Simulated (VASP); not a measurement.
# ReS (Fm-3m) in VASP: further runs

The runs below take ReS through single point, with PBE.

Everything below comes from runs of VASP 6.6.1. Logs are shortened: lines on timing, memory, paths and dates and some standing lists are left out, and cuts for length are marked.

**1. The cell of the first run**

Symmetry: Fm-3m, No. 225, cubic system. The conventional cell has a = 4.937 Å, b = 4.937 Å, c = 4.937 Å, α = 90.00°, β = 90.00°, γ = 90.00°. Re (site symmetry m-3m) has 6 S at 2.47 Å within 3.3 Å. Within 3.3 Å of S (site symmetry m-3m) lie 6 Re at 2.47 Å.

**2. Single point, PBE, collinear spin, ferromagnetic start**

Input file INCAR:

```
SYSTEM = ReS
ALGO = Normal
EDIFF = 1E-7
ENCUT = 520
GGA = PE
ISIF = 2
ISMEAR = 0
ISPIN = 2
LASPH = .True.
LCHARG = .True.
LELF = .True.
LMAXMIX = 4
LORBIT = 11
LREAL = .False.
LVHAR = .True.
LWAVE = .False.
MAGMOM = 3.5 0
NBANDS = 18
NELM = 150
PREC = Accurate
SIGMA = 0.1
```

Input file KPOINTS:

```
k-points
0
Gamma
  14 14 14
  0 0 0
```

Input file POSCAR:

```
ReS
1.0
    0.0000000000      2.4685794329      2.4685794329
    2.4685794329      0.0000000000      2.4685794329
    2.4685794329      2.4685794329      0.0000000000
Re S
1 1
Direct
    0.0000000000      0.0000000000      0.0000000000
    0.5000000000      0.5000000000      0.5000000000
```

Potentials or basis: VASP PAW PBE potentials, release 64 (Re, S).

Launch:

```sh
> cat potpaw_PBE.64/Re/POTCAR potpaw_PBE.64/S/POTCAR > POTCAR
> mpirun -np 1 vasp_std > vasp.out
```

OUTCAR:

```text
SYSTEM = ReS
   EDIFF = 1E-7
   ENCUT = 520
   GGA = PE
   ISIF = 2
   ISMEAR = 0
   ISPIN = 2
   LASPH = .True.
   LORBIT = 11
   LREAL = .False.
   NELM = 150
   PREC = Accurate

 ion  position               nearest neighbor table
   1  0.000  0.000  0.000-   2 2.47   2 2.47   2 2.47   2 2.47   2 2.47   2 2.47
   2  0.500  0.500  0.500-   1 2.47   1 2.47   1 2.47   1 2.47   1 2.47   1 2.47

  LATTYP: Found a face centered cubic cell.
 ALAT       =     4.9371588658

  Lattice vectors:

 A1 = (   0.0000000000,   2.4685794329,   2.4685794329)
 A2 = (   2.4685794329,   0.0000000000,   2.4685794329)
 A3 = (   2.4685794329,   2.4685794329,   0.0000000000)

Analysis of symmetry for initial positions (statically):
=====================================================================
 Subroutine PRICEL returns:
 Original cell was already a primitive cell.

 Routine SETGRP: Setting up the symmetry group for a
 face centered cubic supercell.

 Subroutine GETGRP returns: Found 48 space group operations
 (whereof 48 operations were pure point group operations)
 out of a pool of 48 trial point group operations.

The static configuration has the point symmetry O_h .

Analysis of symmetry for dynamics (positions and initial velocities):
=====================================================================
 Subroutine PRICEL returns:
 Original cell was already a primitive cell.

 Routine SETGRP: Setting up the symmetry group for a
 face centered cubic supercell.

 Subroutine GETGRP returns: Found 48 space group operations
 (whereof 48 operations were pure point group operations)
 out of a pool of 48 trial point group operations.

The dynamic configuration has the point symmetry O_h .

Analysis of structural, dynamic, and magnetic symmetry:
=====================================================================
 Subroutine PRICEL returns:
 Original cell was already a primitive cell.

 Routine SETGRP: Setting up the symmetry group for a
 face centered cubic supercell.

 Subroutine GETGRP returns: Found 48 space group operations
 (whereof 48 operations were pure point group operations)
 out of a pool of 48 trial point group operations.

The overall configuration has the point symmetry O_h .

 Subroutine INISYM returns: Found 48 space group operations
 (whereof 48 operations are pure point group operations),
 and found     1 'primitive' translations

----------------------------------------------------------------------------------------

                                     Primitive cell

  volume of cell :      30.0865

  direct lattice vectors                    reciprocal lattice vectors
     0.000000000  2.468579433  2.468579433    -0.202545640  0.202545640  0.202545640
     2.468579433  0.000000000  2.468579433     0.202545640 -0.202545640  0.202545640
     2.468579433  2.468579433  0.000000000     0.202545640  0.202545640 -0.202545640

  length of vectors
     3.491098514  3.491098514  3.491098514     0.350819339  0.350819339  0.350819339

  position of ions in fractional coordinates (direct lattice)
     0.000000000  0.000000000  0.000000000
     0.500000000  0.500000000  0.500000000

  ion indices of the primitive-cell ions
   primitive index   ion index
                 1           1
                 2           2

----------------------------------------------------------------------------------------

 KPOINTS: k-points

Automatic generation of k-mesh.
 Grid dimensions read from file:
 generate k-points for:   14   14   14

 Generating k-lattice:

  Cartesian coordinates                     Fractional coordinates (reciprocal lattice)
    -0.014467546  0.014467546  0.014467546     0.071428571  0.000000000  0.000000000
     0.014467546 -0.014467546  0.014467546     0.000000000  0.071428571  0.000000000
     0.014467546  0.014467546 -0.014467546     0.000000000  0.000000000  0.071428571

  Length of vectors
     0.025058524  0.025058524  0.025058524

  Shift w.r.t. Gamma in fractional coordinates (k-lattice)
     0.000000000  0.000000000  0.000000000

 Subroutine IBZKPT returns following result:
 ===========================================

 Found    104 irreducible k-points:

 Following reciprocal coordinates:
            Coordinates               Weight
  0.000000  0.000000  0.000000      1.000000
  0.071429  0.000000  0.000000      8.000000
  0.142857  0.000000  0.000000      8.000000
  0.214286  0.000000  0.000000      8.000000
  0.285714  0.000000  0.000000      8.000000
  0.357143  0.000000  0.000000      8.000000
[... 16 lines left out ...]
  0.214286  0.142857  0.000000     24.000000
  0.285714  0.142857  0.000000     24.000000
 [... further k-points ...]
   k-points           NKPTS =    104   k-points in BZ     NKDIM =    104   number of bands    NBANDS=     18
   number of dos      NEDOS =    301   number of ions     NIONS =      2
   total plane-waves  NPLWV =  21952
   dimension x,y,z NGX =    28 NGY =   28 NGZ =   28
   dimension x,y,z NGXF=    56 NGYF=   56 NGZF=   56
   ions per type =               1   1
   NGX,Y,Z   is equivalent  to a cutoff of  13.33, 13.33, 13.33 a.u.
   NGXF,Y,Z  is equivalent  to a cutoff of  26.67, 26.67, 26.67 a.u.
 SYSTEM =  ReS
   PREC   = accura    normal or accurate (medium, high low for compatibility)
   ISTART =      0    job   : 0-new  1-cont  2-samecut
   ICHARG =      2    charge: 1-file 2-atom 10-const
   ISPIN  =      2    spin polarized calculation?
   LNONCOLLINEAR =      F non collinear calculations
   LSORBIT =      F    spin-orbit coupling
   LASPH  =      T    aspherical Exc in radial PAW
   ENCUT  =  520.0 eV  38.22 Ry    6.18 a.u.   6.49  6.49  6.49*2*pi/ulx,y,z
   NELM   =    150;   NELMIN=  2; NELMDL= -5     # of ELM steps
   EDIFF  = 0.1E-06   stopping-criterion for ELM
   LREAL  =      F    real-space projection
   EDIFFG = 0.1E-05   stopping-criterion for IOM
   NSW    =      0    number of steps for IOM
   IBRION =     -1    ionic relax: 0-MD 1-quasi-New 2-CG
   NFREE  =      0    steps in history (QN), initial steepest desc. (CG)
   ISIF   =      2    stress and relaxation
   ISYM   =      2    0-nonsym 1-usesym 2-fastsym
   POTIM  = 0.5000    time-step for ionic-motion
   TEBEG  =    0.0;   TEEND  =   0.0 temperature during run
   PSTRESS=    0.0 pullay stress
   NELECT =      13.0000    total number of electrons
   NUPDOWN=      -1.0000    fix difference up-down
   EMIN   =  10.00;   EMAX   =-10.00  energy-range for DOS
   EFERMI =   0.00;   METHOD = LEGACY
   ISMEAR =     0;   SIGMA  =   0.10  broadening in eV -4-tet -1-fermi 0-gaus
   EFERMI_NEDOS =   21; number of points for ismear=-14 and -15
   IALGO  =     38    algorithm
   IMIX   =      4    mixing-type and parameters
     AMIX     =   0.40;   BMIX     =  1.00
     AMIX_MAG =   1.60;   BMIX_MAG =  1.00
  volume/ion in A,a.u.               =      15.04       101.52
  Fermi-wavevector in a.u.,A,eV,Ry     =   1.237653  2.338825 20.841194  1.531785
  Thomas-Fermi vector in A             =   2.372211
   LORBIT       =     11    0 simple, 1 ext, 2 COOP (PROOUT), +10 PAW based schemes
   GGA     = PE    functional components
   LHFCALC =     F    Hartree Fock is set to
   AEXX    =    0.0000 exact exchange contribution
   IVDW    =     0    specifies the selected vdW correction
   LEPSILON=     F    determine dielectric tensor
   LRPA    =     F    only Hartree local field effects (RPA)
 spin polarized calculation
 Gauss-broadening in eV      SIGMA  =   0.10
  energy-cutoff  :      520.00
  volume of cell :       30.09
 maximum number of plane-waves:       869
 NGX is ok and might be reduce to    28
   NGX = 13   NGY = 13   NGZ = 13

 number of electron      13.0000000 magnetization       0.9497164

 Free energy of the ion-electron system (eV)
  ---------------------------------------------------
  ext. energy  EPLUGINS =         0.00000000
  ---------------------------------------------------
  free energy    TOTEN  =       -14.50768506 eV

  energy without entropy =      -14.49399840  energy(sigma->0) =      -14.50084173

 E-fermi :   8.9649     XC(G=0): -12.3738

 val. band max:        8.9522035442   @ k =  -0.2143   0.1429   0.0000
 cond. band min:       8.9657613867   @ k =   0.2857   0.2143   0.0714
 fundamental gap:      0.0135578425
 Fermi energy:         8.9648569643

 spin component 1

 k-point     1 :       0.0000    0.0000    0.0000
  band No.  band energies     occupation
      1      -7.9739      1.00000
      2       5.9213      1.00000
      3       5.9213      1.00000
      4       5.9214      1.00000
      5       5.9297      1.00000
      6       5.9297      1.00000
[... 10 lines left out ...]
     17      25.6822      0.00000
     18      26.9790      0.00000
[... 463 lines left out ...]
 k-point    24 :       0.2857    0.1429    0.0000
  band No.  band energies     occupation
      1      -6.9791      1.00000
      2       1.6407      1.00000
      3       3.3809      1.00000
      4       3.7366      1.00000
      5       5.9396      1.00000
      6       7.3193      1.00000
[... 10 lines left out ...]
     17      27.5347      0.00000
     18      29.7848      0.00000

 [... further k-points ...]

 spin component 2

 k-point     1 :       0.0000    0.0000    0.0000
  band No.  band energies     occupation
      1      -7.8868      1.00000
      2       5.9662      1.00000
      3       5.9662      1.00000
      4       5.9662      1.00000
      5       6.4873      1.00000
      6       6.4873      1.00000
[... 10 lines left out ...]
     17      26.1242      0.00000
     18      27.1393      0.00000
[... 463 lines left out ...]
 k-point    24 :       0.2857    0.1429    0.0000
  band No.  band energies     occupation
      1      -6.9086      1.00000
      2       1.8202      1.00000
      3       3.5930      1.00000
      4       3.9335      1.00000
      5       6.4353      1.00000
      6       7.8223      1.00000
[... 10 lines left out ...]
     17      27.7903      0.00000
     18      29.8170      0.00000

 [... further k-points ...]

------------------------ aborting loop because EDIFF is reached ----------------------------------------

  FORCE on cell =-STRESS in cart. coord.  units (eV):
  Direction    XX          YY          ZZ          XY          YZ          ZX
  --------------------------------------------------------------------------------------
  -------------------------------------------------------------------------------------
  Total        0.1906441      0.1906441      0.1906441     -0.0000000     -0.0000000      0.0000000
  in kB       10.1522579     10.1522579     10.1522579     -0.0000000     -0.0000000      0.0000000
  external PRESSURE =      10.1522579 kB  Pullay stress =       0.0000000 kB

 VOLUME and BASIS-vectors are now :
 -----------------------------------------------------------------------------
  energy-cutoff  :      520.00
  volume of cell :       30.09
      direct lattice vectors                 reciprocal lattice vectors
     0.000000000  2.468579433  2.468579433    -0.202545640  0.202545640  0.202545640
     2.468579433  0.000000000  2.468579433     0.202545640 -0.202545640  0.202545640
     2.468579433  2.468579433  0.000000000     0.202545640  0.202545640 -0.202545640

 POSITION                                       TOTAL-FORCE (eV/Angst)
 -----------------------------------------------------------------------------------
      0.00000      0.00000      0.00000        -0.000000      0.000000     -0.000000
      2.46858      2.46858      2.46858         0.000000     -0.000000      0.000000
 -----------------------------------------------------------------------------------
    total drift:                                0.000000      0.000000      0.000000

  FREE ENERGIE OF THE ION-ELECTRON SYSTEM (eV)
  ---------------------------------------------------
  free  energy   TOTEN  =       -14.5076850619 eV

  energy  without entropy=      -14.4939983970  energy(sigma->0) =      -14.50084173

 total charge

# of ion       s       p       d       tot
------------------------------------------
    1        0.470   0.394   4.972   5.835
    2        1.306   2.349   0.000   3.655
--------------------------------------------------
tot          1.776   2.743   4.972   9.491

 magnetization (x)

# of ion       s       p       d       tot
------------------------------------------
    1        0.055   0.005   0.830   0.891
    2        0.003   0.004   0.000   0.007
--------------------------------------------------
tot          0.058   0.009   0.830   0.898
```

It took 78 s on 1 thread of Intel Xeon 6975P-C (Granite Rapids), shared host; peak memory 0.24 GiB.

Results:

```
Free energy                                           : -14.5077 eV
Pressure                                              : 1.0 GPa
Net moment                                            : 0.95 μB per cell
Site moments                                          : Re +0.89; S +0.01 μB
Valence electrons inside the program's atomic spheres : Re 5.83; S 3.65
```

Levels at points of the mesh, in eV from the Fermi level:
Spin up:
```tsv
k point	band 4	band 5	band 6	band 7	band 8	band 9	band 10	band 11
(0.00, 0.00, 0.00)	-3.04	-3.04	-3.04	-3.04	-2.58	-2.58	2.27	9.00
(0.50, 0.00, 0.00)	-6.77	-0.58	-0.58	-0.02	2.37	5.08	5.08	5.96
(0.50, 0.50, 0.00)	-4.58	-4.58	-1.50	0.16	0.16	0.21	2.28	10.68
```
Spin down:
```tsv
k point	band 3	band 4	band 5	band 6	band 7	band 8	band 9	band 10
(0.00, 0.00, 0.00)	-3.00	-3.00	-2.48	-2.48	-2.48	-2.18	-2.18	2.54
(0.50, 0.00, 0.00)	-6.56	-6.56	0.10	0.10	0.62	2.52	5.38	5.38
(0.50, 0.50, 0.00)	-4.52	-4.52	-4.41	-1.08	0.62	0.90	0.90	2.68
```

Caveat: spin-orbit coupling is left out, which moves the levels of the heavy elements.

(Part 1 of 2 ends here.)
